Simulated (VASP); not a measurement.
Tl:

```
Tl
1.0
     3.45600    0.00000    0.00000
    -1.72800    2.99298    0.00000
     0.00000    0.00000    5.52500
Tl
2
Direct
  0.33333 0.66667 0.25000
  0.66667 0.33333 0.75000
```

```yaml
Program: VASP 6.6.1
Task: relaxation of cell and atoms
Functional: r2SCAN
Potentials_or_basis: VASP PAW PBE potentials, release 64 (Tl_d)
Cutoff: 600 eV
k_mesh: 9 × 9 × 5
Occupations: fermi-dirac, width 0.05 eV
Spin: no spin polarisation
```

At the start: pressure 2.1 GPa; volume 28.57 Å³/atom.

Question: Where does the relaxation end?

Answer: Over 12 steps the energy falls by 12.6 meV/atom and the volume is 30.14 Å³/atom (+5.5 %); space group P6_3/mmc (No. 194, to 0.1 Å) before and after.

Step by step:
| step | energy change (eV) | largest force (eV/Å) | pressure (GPa) | volume (Å³) |
| --- | --- | --- | --- | --- |
| 1 | 0.0000 | 0.0000 | 2.15 | 57.15 |
| 2 | -0.0231 | 0.0000 | 0.05 | 60.38 |
| 3 | -0.0232 | 0.0000 | -0.07 | 60.59 |
| 4 | -0.0237 | 0.0000 | -0.05 | 60.53 |
| 5 | -0.0248 | 0.0000 | 0.00 | 60.35 |
| 6 | -0.0244 | 0.0000 | 0.16 | 59.95 |
| 7 | -0.0252 | 0.0000 | 0.05 | 60.22 |
| 8 | -0.0252 | 0.0000 | 0.06 | 60.19 |
| 9 | -0.0252 | 0.0000 | 0.07 | 60.16 |
| 10 | -0.0252 | 0.0000 | 0.06 | 60.17 |
| 11 | -0.0252 | 0.0000 | -0.05 | 60.39 |
| 12 | -0.0252 | 0.0000 | 0.00 | 60.29 |

Final structure:
```
CELL_PARAMETERS angstrom
3.46791 0.00000 0.00000
-1.73395 3.00330 0.00000
0.00000 0.00000 5.78829
ATOMIC_POSITIONS crystal
Tl 0.33333 0.66667 0.25000
Tl 0.66667 0.33333 0.75000
```

Caveat: the PAW data sets were made with another functional, which shifts forces and pressure a little.
